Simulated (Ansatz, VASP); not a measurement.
## BiIr: VASP beside Ansatz

The input INCAR:

```
ALGO = Normal
EDIFF = 1E-6
ENCUT = 520
GGA = PE
ISIF = 2
ISMEAR = -1
LASPH = T
LCHARG = F
LREAL = F
LWAVE = F
NBANDS = 19
NELM = 100
PREC = Accurate
SIGMA = 0.08
```

The input KPOINTS:

```
k-points
0
Gamma
  12 12 12
```

POSCAR

```
BiIr
1.0
    0.0562507494      2.8406628450      2.8406628450
    2.8406628450      0.0562507494      2.8406628450
    2.8406628450      2.8406628450      0.0562507494
Ir Bi
1 1
Direct
    0.0000000000      0.0000000000      0.0000000000
    0.5000000000      0.5000000000      0.5000000000
```

Input for Ansatz:

```yaml
crystal:
  lattice:
    - [0.0562507494, 2.840662845, 2.840662845]
    - [2.840662845, 0.0562507494, 2.840662845]
    - [2.840662845, 2.840662845, 0.0562507494]
  atoms:
    - { symbol: Ir, position: [0.0, 0.0, 0.0] }
    - { symbol: Bi, position: [0.5, 0.5, 0.5] }
kpoints:
  mp_grid: { grid: [12, 12, 12] }
scf:
  occupations: { method: fermi_dirac, width: 0.08 }
hamiltonian:
  xc: pbe
  pseudopotentials: { kind: all_electron, lapw: { basis_error: 0.0005 } }
output:
  forces: true
  stress: true
  eigenvalues: true
```

Change from the starting cell: equal xy, yz and zx shear strains of +2 %.

Alike in both runs: task single point; functional PBE; k mesh 12 × 12 × 12; occupations fermi-dirac, width 0.08 eV; no spin polarisation.

```csv
,VASP,Ansatz
version,VASP 6.6.1,Ansatz 0.2.0
potentials or method,"VASP PAW PBE potentials, release 64 (Ir, Bi_d), cutoff 520 eV","all-electron LAPW, scalar-relativistic"
```

|  | VASP | Ansatz | Ansatz less VASP |
| --- | --- | --- | --- |
| pressure (GPa) | 0.1 | 0.1 | -0.04 |
| traceless stress, the component that is largest in VASP (GPa) | -0.30 | -0.30 | +0.001 |

Ansatz ran all-electron here, and VASP with PAW potentials.

Neither program's run includes spin-orbit coupling.
